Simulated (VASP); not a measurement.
Write the native input for VASP 6.6.1 that does the following.

* Task: single point
* Functional: PBEsol
* Potentials or basis: VASP PAW PBE potentials, release 64 (Te, Mo_sv)
* Cutoff: 400 eV
* k mesh: 12 × 12 × 1
* Occupations: gaussian, width 0.03 eV
* Spin: no spin polarisation
* Dipole correction: yes
* Further INCAR settings: ALGO = Normal; EDIFF = 1e-06; NBANDS = 20; NELMDL = -8

The structure of Te2Mo lies in POSCAR:

```
Te2Mo
1.0
    3.4910012592      0.0000000000      0.0000000000
   -1.7455006296      3.0232957751      0.0000000000
    0.0000000000      0.0000000000     31.0400000020
Te Mo
2 1
Direct
    0.6666666667      0.3333333333      0.2257304287
    0.6666666667      0.3333333333      0.3419242104
    0.3333333333      0.6666666667      0.2838273196
```

The input as run:

INCAR

```
SYSTEM = Te2Mo
PREC = Accurate
ENCUT = 400
EDIFF = 1E-6
ISMEAR = 0
SIGMA = 0.03
LREAL = .False.
LASPH = .True.
NELM = 120
ALGO = Normal
ISIF = 2
LWAVE = .False.
LCHARG = .False.
LDIPOL = .True.
IDIPOL = 3
DIPOL = 0.5 0.5 0.284
GGA = PS
NBANDS = 20
GGA_COMPAT = .False.
NELMDL = -8
```

KPOINTS

```
Automatic mesh
0
Gamma
  12 12 1
  0 0 0
```

Potentials or basis: VASP PAW PBE potentials, release 64 (Te, Mo_sv).

Launch:

```console
$ cat potpaw_PBE.64/Te/POTCAR potpaw_PBE.64/Mo_sv/POTCAR > POTCAR
$ mpirun -np 1 vasp_std > vasp.out
```

Results of the run:

The largest force is 0.033 eV/Å and the band gap on the k mesh is 1.20 eV.

Caveat: the PAW data sets were made with another functional, which shifts forces and pressure a little; spin-orbit coupling is left out, which moves the levels of the heavy elements.

Wall time 4.2 min on 1 thread of Intel Xeon 8259CL, with other jobs on the host, peak memory 0.38 GiB.
